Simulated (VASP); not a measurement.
TlCl: single point with PBE+D4

Crystal: TlCl.

```
CELL_PARAMETERS angstrom
3.95023 0.00000 0.00000
0.00000 3.95023 0.00000
0.00000 0.00000 3.95023
ATOMIC_POSITIONS crystal
Tl 0.00000 0.00000 0.00000
Cl 0.50000 0.50000 0.50000
```

```yaml
Program: VASP 6.6.1
Task: single point
Functional: PBE
Dispersion: D4
Potentials_or_basis: VASP PAW PBE potentials, release 64 (Tl_d, Cl)
Cutoff: 500 eV
k_mesh: 6 × 6 × 6
Occupations: fermi-dirac, width 0.02 eV
Spin: no spin polarisation
```

- Pressure: -0.1 GPa
- Band gap on the k mesh: 2.29 eV, direct
- Dispersion energy per atom: -0.395 eV

Levels at points of the mesh, in eV from the valence-band top:
```tsv
k point	band 7	band 8	band 9	band 10	band 11	band 12	band 13	band 14
(0.00, 0.00, 0.00)	-4.36	-1.13	-1.13	-1.13	7.48	7.48	7.48	8.04
(0.50, 0.00, 0.00)	-4.94	-0.78	-0.78	0.00	2.29	6.53	6.53	9.10
(0.50, 0.50, 0.00)	-3.25	-2.40	-2.40	-0.73	4.81	4.81	8.09	8.45
(0.50, 0.50, 0.50)	-2.27	-1.59	-1.59	-1.59	2.85	2.85	2.85	12.38
```

It took 9.1 s on 1 thread of Intel(R) Xeon(R) 6975P-C (Granite Rapids), on a shared host, peak memory 0.18 GiB.

Caveat: spin-orbit coupling is left out, which moves the levels of the heavy elements. Expect the measured gap to be larger: semilocal functionals such as PBE lack the derivative discontinuity.
